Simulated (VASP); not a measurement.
Runs of VASP 6.6.1 on BN. The structure is that of space group P6_3mc (No. 186), or close to it. The cells are those of the table. 

```tsv
task	cell	cutoff (eV)	smearing	gap on the mesh (eV)	pressure (GPa)
single point	a = 2.544, b = 2.544, c = 4.208 Å, angles 90.0, 90.0, 120.0°, 4 atoms	520	gaussian 0.05 eV	5.72	1.1
relaxation of shape and atoms at fixed volume	relaxed from a = 2.594, b = 2.594, c = 4.290 Å, angles 90.0, 90.0, 120.0°, 4 atoms	600	gaussian 0.02 eV	5.82	-19.5
relaxation of shape and atoms at fixed volume	relaxed from a = 2.518, b = 2.518, c = 4.165 Å, angles 90.0, 90.0, 120.0°, 4 atoms	600	gaussian 0.02 eV	5.66	13.9
relaxation of shape and atoms at fixed volume	relaxed from a = 2.569, b = 2.569, c = 4.249 Å, angles 90.0, 90.0, 120.0°, 4 atoms	600	gaussian 0.02 eV	(b)	-9.9
relaxation of shape and atoms at fixed volume	relaxed from a = 2.626, b = 2.626, c = 4.344 Å, angles 90.0, 90.0, 120.0°, 4 atoms	600	gaussian 0.02 eV	(a)	-30.4
```

Alike in all rows: level r2SCAN; potentials or basis VASP PAW PBE potentials, release 64 (B, N); no spin polarisation; k mesh 12 × 12 × 6.

Q: Fill in the values left out.

A: (a) 5.88; (b) 5.77.

Caveats: the PAW data sets were made with another functional, which shifts forces and pressure a little.

A k mesh can miss the band edges.
